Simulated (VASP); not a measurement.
# CdTe (rocksalt type) (Fm-3m) in VASP: further runs

The runs below take CdTe (rocksalt type) through single point, with PBEsol.

All numbers are computed with VASP 6.6.1; they aren't measurements. Logs are shortened: lines on timing, memory, paths and dates and some standing lists are left out, and cuts for length are marked.

## (1) The cell of the first run

Symmetry: Fm-3m, No. 225, cubic system. The conventional cell has a = 5.876 Å, b = 5.876 Å, c = 5.876 Å, α = 90.00°, β = 90.00°, γ = 90.00°. Within 3.9 Å of Cd (site symmetry m-3m) lie 6 Te at 2.94 Å. Te (site symmetry m-3m) has 6 Cd at 2.94 Å within 3.9 Å.

## (2) Single point, PBEsol (volume scaled by 0.94)

INCAR reads:

```
PREC     = Accurate       # precision mode
ENCUT    = 520            # plane-wave cutoff, eV
EDIFF    = 1E-6           # SCF threshold, eV
ISMEAR   = -1             # smearing method
SIGMA    = 0.05           # smearing width, eV
LREAL    = F              # projectors in reciprocal space
LASPH    = T              # aspherical terms in the spheres
NELM     = 100            # most SCF steps
ALGO     = Normal         # electronic algorithm
ISIF     = 2              # what is computed and relaxed
LWAVE    = F              # write WAVECAR
LCHARG   = F              # write CHGCAR
GGA      = PS             # functional
NBANDS   = 16             # bands
```

KPOINTS reads:

```
Automatic mesh
0
Gamma
  13 13 13
```

POSCAR reads:

```
CdTe
1.0
    0.0000000000      2.9380576322      2.9380576322
    2.9380576322      0.0000000000      2.9380576322
    2.9380576322      2.9380576322      0.0000000000
Cd Te
1 1
Direct
    0.0000000000      0.0000000000      0.0000000000
    0.5000000000      0.5000000000      0.5000000000
```

Potentials or basis: VASP PAW PBE potentials, release 64 (Cd, Te).

On the command line:

```bash
cat potpaw_PBE.64/Cd/POTCAR potpaw_PBE.64/Te/POTCAR > POTCAR
mpirun -np 1 vasp_std > vasp.out
```

OUTCAR:

```text
PREC = Accurate
   ENCUT = 520
   EDIFF = 1E-6
   ISMEAR = -1
   LREAL = F
   LASPH = T
   NELM = 100
   ISIF = 2
   GGA = PS

 ion  position               nearest neighbor table
   1  0.000  0.000  0.000-   2 2.94   2 2.94   2 2.94   2 2.94   2 2.94   2 2.94
   2  0.500  0.500  0.500-   1 2.94   1 2.94   1 2.94   1 2.94   1 2.94   1 2.94

  LATTYP: Found a face centered cubic cell.
 ALAT       =     5.8761152644

  Lattice vectors:

 A1 = (   0.0000000000,   2.9380576322,   2.9380576322)
 A2 = (   2.9380576322,   0.0000000000,   2.9380576322)
 A3 = (   2.9380576322,   2.9380576322,   0.0000000000)

Analysis of symmetry for initial positions (statically):
=====================================================================
 Subroutine PRICEL returns:
 Original cell was already a primitive cell.

 Routine SETGRP: Setting up the symmetry group for a
 face centered cubic supercell.

 Subroutine GETGRP returns: Found 48 space group operations
 (whereof 48 operations were pure point group operations)
 out of a pool of 48 trial point group operations.

The static configuration has the point symmetry O_h .

Analysis of symmetry for dynamics (positions and initial velocities):
=====================================================================
 Subroutine PRICEL returns:
 Original cell was already a primitive cell.

 Routine SETGRP: Setting up the symmetry group for a
 face centered cubic supercell.

 Subroutine GETGRP returns: Found 48 space group operations
 (whereof 48 operations were pure point group operations)
 out of a pool of 48 trial point group operations.

The dynamic configuration has the point symmetry O_h .

 Subroutine INISYM returns: Found 48 space group operations
 (whereof 48 operations are pure point group operations),
 and found     1 'primitive' translations

----------------------------------------------------------------------------------------

                                     Primitive cell

  volume of cell :      50.7237

  direct lattice vectors                    reciprocal lattice vectors
     0.000000000  2.938057632  2.938057632    -0.170180460  0.170180460  0.170180460
     2.938057632  0.000000000  2.938057632     0.170180460 -0.170180460  0.170180460
     2.938057632  2.938057632  0.000000000     0.170180460  0.170180460 -0.170180460

  length of vectors
     4.155040950  4.155040950  4.155040950     0.294761204  0.294761204  0.294761204

  position of ions in fractional coordinates (direct lattice)
     0.000000000  0.000000000  0.000000000
     0.500000000  0.500000000  0.500000000

  ion indices of the primitive-cell ions
   primitive index   ion index
                 1           1
                 2           2

----------------------------------------------------------------------------------------

 KPOINTS: Automatic mesh

Automatic generation of k-mesh.
 Grid dimensions read from file:
 generate k-points for:   13   13   13

 Generating k-lattice:

  Cartesian coordinates                     Fractional coordinates (reciprocal lattice)
    -0.013090805  0.013090805  0.013090805     0.076923077  0.000000000  0.000000000
     0.013090805 -0.013090805  0.013090805     0.000000000  0.076923077  0.000000000
     0.013090805  0.013090805 -0.013090805     0.000000000  0.000000000  0.076923077

  Length of vectors
     0.022673939  0.022673939  0.022673939

  Shift w.r.t. Gamma in fractional coordinates (k-lattice)
     0.000000000  0.000000000  0.000000000

 Subroutine IBZKPT returns following result:
 ===========================================

 Found     84 irreducible k-points:

 Following reciprocal coordinates:
            Coordinates               Weight
  0.000000  0.000000  0.000000      1.000000
  0.076923  0.000000  0.000000      8.000000
  0.153846  0.000000  0.000000      8.000000
  0.230769  0.000000  0.000000      8.000000
  0.307692  0.000000  0.000000      8.000000
  0.384615  0.000000  0.000000      8.000000
[... 16 lines left out ...]
  0.384615  0.153846  0.000000     24.000000
  0.461538  0.153846  0.000000     24.000000
 [... further k-points ...]
   k-points           NKPTS =     84   k-points in BZ     NKDIM =     84   number of bands    NBANDS=     16
   number of dos      NEDOS =    301   number of ions     NIONS =      2
   total plane-waves  NPLWV =  32768
   dimension x,y,z NGX =    32 NGY =   32 NGZ =   32
   dimension x,y,z NGXF=    64 NGYF=   64 NGZF=   64
   ions per type =               1   1
   NGX,Y,Z   is equivalent  to a cutoff of  12.80, 12.80, 12.80 a.u.
   NGXF,Y,Z  is equivalent  to a cutoff of  25.61, 25.61, 25.61 a.u.
 SYSTEM =  unknown system
   PREC   = accura    normal or accurate (medium, high low for compatibility)
   ISTART =      0    job   : 0-new  1-cont  2-samecut
   ICHARG =      2    charge: 1-file 2-atom 10-const
   ISPIN  =      1    spin polarized calculation?
   LNONCOLLINEAR =      F non collinear calculations
   LSORBIT =      F    spin-orbit coupling
   LASPH  =      T    aspherical Exc in radial PAW
   ENCUT  =  520.0 eV  38.22 Ry    6.18 a.u.   7.73  7.73  7.73*2*pi/ulx,y,z
   NELM   =    100;   NELMIN=  2; NELMDL= -5     # of ELM steps
   EDIFF  = 0.1E-05   stopping-criterion for ELM
   LREAL  =      F    real-space projection
   EDIFFG = 0.1E-04   stopping-criterion for IOM
   NSW    =      0    number of steps for IOM
   IBRION =     -1    ionic relax: 0-MD 1-quasi-New 2-CG
   NFREE  =      0    steps in history (QN), initial steepest desc. (CG)
   ISIF   =      2    stress and relaxation
   ISYM   =      2    0-nonsym 1-usesym 2-fastsym
   POTIM  = 0.5000    time-step for ionic-motion
   TEBEG  =    0.0;   TEEND  =   0.0 temperature during run
   PSTRESS=    0.0 pullay stress
   NELECT =      18.0000    total number of electrons
   NUPDOWN=      -1.0000    fix difference up-down
   EMIN   =  10.00;   EMAX   =-10.00  energy-range for DOS
   EFERMI =   0.00;   METHOD = LEGACY
   ISMEAR =    -1;   SIGMA  =   0.05  broadening in eV -4-tet -1-fermi 0-gaus
   EFERMI_NEDOS =   21; number of points for ismear=-14 and -15
   IALGO  =     38    algorithm
   IMIX   =      4    mixing-type and parameters
     AMIX     =   0.40;   BMIX     =  1.00
     AMIX_MAG =   1.60;   BMIX_MAG =  1.00
  volume/ion in A,a.u.               =      25.36       171.15
  Fermi-wavevector in a.u.,A,eV,Ry     =   1.159032  2.190253 18.277451  1.343355
  Thomas-Fermi vector in A             =   2.295628
   LORBIT       =      0    0 simple, 1 ext, 2 COOP (PROOUT), +10 PAW based schemes
   GGA     = PS    functional components
   LHFCALC =     F    Hartree Fock is set to
   AEXX    =    0.0000 exact exchange contribution
   IVDW    =     0    specifies the selected vdW correction
   LEPSILON=     F    determine dielectric tensor
   LRPA    =     F    only Hartree local field effects (RPA)
 non-spin polarized calculation
  energy-cutoff  :      520.00
  volume of cell :       50.72
 maximum number of plane-waves:      1383
   NGX = 15   NGY = 15   NGZ = 15

 number of electron      18.0000006 magnetization

 Free energy of the ion-electron system (eV)
  ---------------------------------------------------
  ext. energy  EPLUGINS =         0.00000000
  ---------------------------------------------------
  free energy    TOTEN  =        -5.20440059 eV

  energy without entropy =       -5.19721000  energy(sigma->0) =       -5.20080529

 E-fermi :   5.0095     XC(G=0): -10.4253

 val. band max:        4.9864498806   @ k =  -0.2308   0.2308   0.0000
 cond. band min:       5.0134329230   @ k =  -0.3077   0.1538   0.0000
 fundamental gap:      0.0269830424
 Fermi energy:         5.0095208557

 k-point     1 :       0.0000    0.0000    0.0000
  band No.  band energies     occupation
      1      -7.3734      2.00000
      2      -3.5175      2.00000
      3      -3.5175      2.00000
      4      -3.4679      2.00000
      5      -3.4679      2.00000
      6      -3.4679      2.00000
[... 8 lines left out ...]
     15      13.0253      0.00000
     16      13.0429      0.00000

 k-point     2 :       0.0769    0.0000    0.0000
  band No.  band energies     occupation
      1      -7.3155      2.00000
      2      -3.5289      2.00000
      3      -3.5289      2.00000
      4      -3.4714      2.00000
      5      -3.4627      2.00000
      6      -3.4627      2.00000
[... 8 lines left out ...]
     15      12.7293      0.00000
     16      12.8749      0.00000

 k-point     3 :       0.1538    0.0000    0.0000
  band No.  band energies     occupation
      1      -7.1461      2.00000
      2      -3.5633      2.00000
      3      -3.5633      2.00000
      4      -3.4826      2.00000
      5      -3.4452      2.00000
      6      -3.4452      2.00000
[... 8 lines left out ...]
     15      12.8791      0.00000
     16      12.8791      0.00000

 k-point     4 :       0.2308    0.0000    0.0000
  band No.  band energies     occupation
      1      -6.8805      2.00000
      2      -3.6131      2.00000
      3      -3.6131      2.00000
      4      -3.5032      2.00000
      5      -3.4181      2.00000
      6      -3.4181      2.00000
[... 8 lines left out ...]
     15      13.4391      0.00000
     16      13.4391      0.00000

 k-point     5 :       0.3077    0.0000    0.0000
  band No.  band energies     occupation
      1      -6.5512      2.00000
      2      -3.6656      2.00000
      3      -3.6656      2.00000
      4      -3.5366      2.00000
      5      -3.3885      2.00000
      6      -3.3885      2.00000
[... 8 lines left out ...]
     15      14.2328      0.00000
     16      14.2328      0.00000

 k-point     6 :       0.3846    0.0000    0.0000
  band No.  band energies     occupation
      1      -6.2215      2.00000
      2      -3.7086      2.00000
      3      -3.7086      2.00000
      4      -3.5834      2.00000
      5      -3.3635      2.00000
      6      -3.3635      2.00000
[... 8 lines left out ...]
     15      15.2045      0.00000
     16      15.2045      0.00000

 k-point     7 :       0.4615    0.0000    0.0000
  band No.  band energies     occupation
      1      -5.9996      2.00000
      2      -3.7326      2.00000
      3      -3.7326      2.00000
      4      -3.6262      2.00000
      5      -3.3493      2.00000
      6      -3.3493      2.00000
[... 8 lines left out ...]
     15      16.2079      0.00000
     16      16.2079      0.00000

 k-point     8 :       0.0769    0.0769    0.0000
  band No.  band energies     occupation
      1      -7.2971      2.00000
      2      -3.5482      2.00000
      3      -3.5135      2.00000
      4      -3.4736      2.00000
      5      -3.4612      2.00000
      6      -3.4612      2.00000
[... 8 lines left out ...]
     15      13.5077      0.00000
     16      13.5077      0.00000

 k-point     9 :       0.1538    0.0769    0.0000
  band No.  band energies     occupation
      1      -7.1676      2.00000
      2      -3.5835      2.00000
      3      -3.5255      2.00000
      4      -3.4816      2.00000
      5      -3.4503      2.00000
      6      -3.4456      2.00000
[... 8 lines left out ...]
     15      13.4913      0.00000
     16      13.6404      0.00000
[... 172 lines left out ...]
 k-point    19 :      -0.0769    0.0769    0.0000
  band No.  band energies     occupation
      1      -7.2213      2.00000
      2      -3.5609      2.00000
      3      -3.5339      2.00000
      4      -3.4768      2.00000
      5      -3.4568      2.00000
      6      -3.4496      2.00000
[... 8 lines left out ...]
     15      13.2332      0.00000
     16      13.2959      0.00000

 k-point    20 :       0.1538    0.1538    0.0000
  band No.  band energies     occupation
      1      -7.0853      2.00000
      2      -3.6108      2.00000
      3      -3.5022      2.00000
      4      -3.4896      2.00000
      5      -3.4409      2.00000
      6      -3.4409      2.00000
[... 8 lines left out ...]
     15      14.5467      0.00000
     16      14.5467      0.00000

 k-point    21 :       0.2308    0.1538    0.0000
  band No.  band energies     occupation
      1      -6.9087      2.00000
      2      -3.6336      2.00000
      3      -3.5155      2.00000
      4      -3.5000      2.00000
      5      -3.4238      2.00000
      6      -3.4158      2.00000
[... 8 lines left out ...]
     15      14.7023      0.00000
     16      14.7918      0.00000

 k-point    22 :       0.3077    0.1538    0.0000
  band No.  band energies     occupation
      1      -6.6608      2.00000
      2      -3.6412      2.00000
      3      -3.5557      2.00000
      4      -3.5114      2.00000
      5      -3.3991      2.00000
      6      -3.3824      2.00000
[... 8 lines left out ...]
     15      14.9045      0.00000
     16      15.2759      0.00000

 k-point    23 :       0.3846    0.1538    0.0000
  band No.  band energies     occupation
      1      -6.3839      2.00000
      2      -3.6252      2.00000
      3      -3.6065      2.00000
      4      -3.5259      2.00000
      5      -3.3667      2.00000
      6      -3.3550      2.00000
[... 8 lines left out ...]
     15      15.6511      0.00000
     16      16.0825      0.00000

 k-point    24 :       0.4615    0.1538    0.0000
  band No.  band energies     occupation
      1      -6.1437      2.00000
      2      -3.6558      2.00000
      3      -3.5891      2.00000
      4      -3.5467      2.00000
      5      -3.3402      2.00000
      6      -3.3303      2.00000
[... 8 lines left out ...]
     15      16.6222      0.00000
     16      16.7897      0.00000

 [... further k-points ...]

------------------------ aborting loop because EDIFF is reached ----------------------------------------

  FORCE on cell =-STRESS in cart. coord.  units (eV):
  Direction    XX          YY          ZZ          XY          YZ          ZX
  --------------------------------------------------------------------------------------
  -------------------------------------------------------------------------------------
  Total        1.3859101      1.3859101      1.3859101      0.0000000      0.0000000      0.0000000
  in kB       43.7758628     43.7758628     43.7758628      0.0000000      0.0000000      0.0000000
  external PRESSURE =      43.7758628 kB  Pullay stress =       0.0000000 kB

 VOLUME and BASIS-vectors are now :
 -----------------------------------------------------------------------------
  energy-cutoff  :      520.00
  volume of cell :       50.72
      direct lattice vectors                 reciprocal lattice vectors
     0.000000000  2.938057632  2.938057632    -0.170180460  0.170180460  0.170180460
     2.938057632  0.000000000  2.938057632     0.170180460 -0.170180460  0.170180460
     2.938057632  2.938057632  0.000000000     0.170180460  0.170180460 -0.170180460

 POSITION                                       TOTAL-FORCE (eV/Angst)
 -----------------------------------------------------------------------------------
      0.00000      0.00000      0.00000        -0.000000      0.000000      0.000000
      2.93806      2.93806      2.93806         0.000000     -0.000000     -0.000000
 -----------------------------------------------------------------------------------
    total drift:                                0.000000     -0.000000     -0.000000

  FREE ENERGIE OF THE ION-ELECTRON SYSTEM (eV)
  ---------------------------------------------------
  free  energy   TOTEN  =        -5.2044005880 eV

  energy  without entropy=       -5.1972100004  energy(sigma->0) =       -5.20080529
```

Wall time 39 s (1 thread of Intel Xeon Platinum 8488C (Sapphire Rapids), shared host); peak memory 0.23 GiB.

What came out:

- Free energy: -5.2044 eV
- Pressure: 4.4 GPa
- Band gap on the k mesh: zero (band 9 reaches 5.15 eV, above the bottom of band 10 at 3.67 eV)

Caveat: the cell differs from its parent crystal (volume scaled by 0.94); the PAW data sets were made with another functional, which shifts forces and pressure a little; spin-orbit coupling is left out, which moves the levels of the heavy elements.

## (3) Single point, PBEsol

This run uses another cell than the first one, of 26.98 Å³/atom, 1.064 times its volume.

INCAR reads:

```
SYSTEM = CdTe
PREC     = Accurate       ! precision mode
ENCUT    = 520            ! plane-wave cutoff, eV
EDIFF    = 1E-6           ! SCF threshold, eV
ISMEAR   = -1             ! smearing method
SIGMA    = 0.05           ! smearing width, eV
LREAL    = .False.        ! projectors in reciprocal space
LASPH    = .True.         ! aspherical terms in the spheres
NELM     = 80             ! most SCF steps
ALGO     = Normal         ! electronic algorithm
ISIF     = 2              ! what is computed and relaxed
LWAVE    = .False.        ! write WAVECAR
LCHARG   = .False.        ! write CHGCAR
GGA      = PS             ! functional
NBANDS   = 16             ! bands
```

KPOINTS reads:

```
Automatic mesh
0
Gamma
  13 13 13
  0 0 0
```

POSCAR reads:

```
CdTe
1.0
    0.0000000000      2.9992847041      2.9992847041
    2.9992847041      0.0000000000      2.9992847041
    2.9992847041      2.9992847041      0.0000000000
Cd Te
1 1
Direct
    0.0000000000      0.0000000000      0.0000000000
    0.5000000000      0.5000000000      0.5000000000
```

Potentials or basis: VASP PAW PBE potentials, release 64 (Cd, Te).

On the command line:

```bash
cat potpaw_PBE.64/Cd/POTCAR potpaw_PBE.64/Te/POTCAR > POTCAR
mpirun -np 1 vasp_std > vasp.out
```

Run time: 41 s. Hardware: 1 thread of Intel Xeon Platinum 8488C (Sapphire Rapids), shared host; peak memory 0.22 GiB.

Results (log left out):

```yaml
Free_energy: -5.2489 eV
Pressure: 0.3 GPa
Band_gap_on_the_k_mesh: zero (band 9 reaches 4.44 eV, above the bottom of band 10 at 3.04 eV)
```

Levels at points of the mesh, in eV from the Fermi level:
```tsv
k point	band 6	band 7	band 8	band 9	band 10	band 11	band 12	band 13
(0.00, 0.00, 0.00)	-8.31	-0.49	-0.49	-0.49	0.52	7.11	7.11	7.11
```

Caveat: the PAW data sets were made with another functional, which shifts forces and pressure a little; spin-orbit coupling is left out, which moves the levels of the heavy elements.
